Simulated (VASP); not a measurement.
Set up this calculation in VASP 6.6.1, as the native input.

```yaml
Task: single point
Functional: PBE
Potentials_or_basis: VASP PAW PBE potentials, release 64 (W_sv)
Cutoff: 520 eV
k_mesh: 18 × 18 × 18
Occupations: gaussian, width 0.1 eV
Spin: no spin polarisation
Dipole_correction: no
Further_INCAR_settings: ALGO = Fast; EDIFF = 1e-06; NBANDS = 13
```

The structure of W lies in POSCAR:

```
W
1.0
   -1.5917793221      1.5917793221      1.5917793221
    1.5917793221     -1.5917793221      1.5917793221
    1.5917793221      1.5917793221     -1.5917793221
W
1
Direct
    0.0000000000      0.0000000000      0.0000000000
```

These files were run (other wordings do the same):

INCAR

```
PREC = Accurate
ENCUT = 520
EDIFF = 1E-6
ISMEAR = 0
SIGMA = 0.1
LREAL = False
LASPH = True
NELM = 60
ALGO = Fast
ISIF = 2
LWAVE = False
LCHARG = False
GGA = PE
NBANDS = 13
```

KPOINTS

```
regular mesh
0
Gamma
  18 18 18
```

Potentials or basis: VASP PAW PBE potentials, release 64 (W_sv).

Launch:

```console
$ cat potpaw_PBE.64/W_sv/POTCAR > POTCAR
$ mpirun -np 1 vasp_std > vasp.out
```

Results of the run:

- Pressure: 0.5 GPa
- Band gap on the k mesh: zero (band 7 reaches 16.23 eV, above the bottom of band 8 at 9.99 eV)

Caveat: spin-orbit coupling is left out, which moves the levels of the heavy elements.

It took 19 s on 1 thread of Intel(R) Xeon(R) Platinum 8488C (Sapphire Rapids) (shared host), peak memory 0.17 GiB.
